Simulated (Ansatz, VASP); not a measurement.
# SnO2: VASP beside Ansatz

```
CELL_PARAMETERS angstrom
1.61709 0.93363 4.80059
-1.61709 0.93363 4.80059
0.00000 -1.86726 4.80059
ATOMIC_POSITIONS crystal
Sn 0.44645 0.44645 0.60711
O 0.23717 0.23717 0.23717
O 0.76283 0.76283 0.76283
```

Alike in both runs: task single point; functional LDA; k mesh 12 × 12 × 12; occupations gaussian, width 0.05 eV; no spin polarisation.

|  | VASP | Ansatz |
| --- | --- | --- |
| version | VASP 6.6.1 | Ansatz 0.2.0 |
| potentials or method | VASP PAW LDA potentials, release 64 (Sn_d, O), cutoff 520 eV | scalar-relativistic, plane waves, PAW |
| valence electrons in the cell | 26 | 26 |

```csv
,VASP,Ansatz,Ansatz less VASP
gap on the k mesh at the Fermi level (eV),1.70,1.71,+0.011
least direct gap on the mesh (eV),1.77,1.78,+0.008
pressure (GPa),0.6,-0.1,-0.70
"traceless stress, the component that is largest in VASP (GPa)",-9.29,-9.16,+0.130
rms of the force components (eV/Å),1.986,1.931,-0.0551
```

LDA's correlation is that of Perdew and Zunger in VASP and of Perdew and Wang (1992) in Ansatz. Atom by atom the forces differ by 0.063 eV/Å (rms over components).
